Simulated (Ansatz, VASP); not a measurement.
**One calculation of SnSe, two programs**

```xyz
8
Lattice="11.4816 0.0000 0.0000 0.0000 4.1675 0.0000 0.0000 0.0000 4.3863" Properties=species:S:1:pos:R:3 pbc="T T T"
Sn    1.3505    1.0419    0.4182
Sn    4.3903    3.1256    2.6114
Sn    7.0913    1.0419    1.7750
Sn   10.1311    3.1256    3.9681
Se    4.0987    1.0419    0.1010
Se    1.6421    3.1256    2.2942
Se    9.8395    1.0419    2.0921
Se    7.3829    3.1256    4.2853
```

Alike in both runs: functional PBE; dispersion D3(BJ); k mesh 4 × 8 × 8; occupations gaussian, width 0.02 eV; no spin polarisation.

Ansatz relaxed the structure, and its values are those at the end. VASP's run is a single point on that final structure, the one shown.

|  | VASP | Ansatz |
| --- | --- | --- |
| version | VASP 6.6.1 | Ansatz 0.2.0 |
| potentials or method | VASP PAW PBE potentials, release 64 (Sn_d, Se), cutoff 520 eV | scalar-relativistic, plane waves, PAW |
| valence electrons in the cell | 80 | 120 |

|  | VASP | Ansatz | Ansatz less VASP |
| --- | --- | --- | --- |
| gap on the k mesh at the Fermi level (eV) | 0.56 | 0.57 | +0.009 |
| least direct gap on the mesh (eV) | 0.83 | 0.84 | +0.009 |
| pressure (GPa) | 0.0 | 0.0 | -0.03 |
| rms of the force components (eV/Å) | 0.006 | 0.003 | -0.0031 |

VASP's potentials hold 80 valence electrons a cell and Ansatz's 120, so a difference there can come from the potentials and not from the codes.
